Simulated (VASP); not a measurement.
A run of VASP 6.6.1 is set up as follows.

The input POSCAR:

```
AgBr
1.0
   -0.0020067199      2.8915307788      2.8915307788
    2.8915307788     -0.0020067199      2.8915307788
    2.8915307788      2.8915307788     -0.0020067199
Ag Br
1 1
Direct
    0.0000000000      0.0000000000      0.0000000000
    0.5000000000      0.5000000000      0.5000000000
```

Contents of INCAR.step1:

```
SYSTEM = AgBr
  PREC = Accurate
  ENCUT = 550
  ISMEAR = 1
  SIGMA = 0.2
  LREAL = .FALSE.
  LASPH = .TRUE.
  NELM = 120
  ISYM = 0
  NBANDS = 16
  GGA = PE
  ALGO = Normal
  EDIFF = 1E-5
  LWAVE = .TRUE.
  LCHARG = .FALSE.
  GGA_COMPAT = .FALSE.
```

INCAR.step2

```
SYSTEM = AgBr
  PREC = Accurate
  ENCUT = 550
  EDIFF = 1E-6
  ISMEAR = 1
  SIGMA = 0.2
  LREAL = .FALSE.
  LASPH = .TRUE.
  NELM = 120
  ALGO = Normal
  ISIF = 2
  LWAVE = .FALSE.
  LCHARG = .TRUE.
  METAGGA = R2SCAN
  LMIXTAU = .TRUE.
  LELF = .TRUE.
  LVHAR = .TRUE.
  ISYM = 0
  NBANDS = 16
  ISTART = 1
  GGA_COMPAT = .FALSE.
```

The input KPOINTS:

```
Automatic mesh
0
Gamma
  5 5 5
  0.5 0.5 0.5
```

Potentials or basis: VASP PAW PBE potentials, release 64 (Ag, Br).

Launch:

```sh
$ cat potpaw_PBE.64/Ag/POTCAR potpaw_PBE.64/Br/POTCAR > POTCAR
$ cp INCAR.step1 INCAR
$ mpirun -np 1 vasp_std > vasp.out
$ cp INCAR.step2 INCAR
$ mpirun -np 1 vasp_std > vasp.out
```

Task: Estimate the band gap on the k mesh.

Result: 1.78 eV (least direct gap 3.37 eV).

Task: Estimate the pressure.

Result: -0.1 GPa.

Caveat: the PAW data sets were made with another functional, which shifts forces and pressure a little; a shifted mesh leaves out Γ, where band edges can lie. A k mesh can miss the band edges.
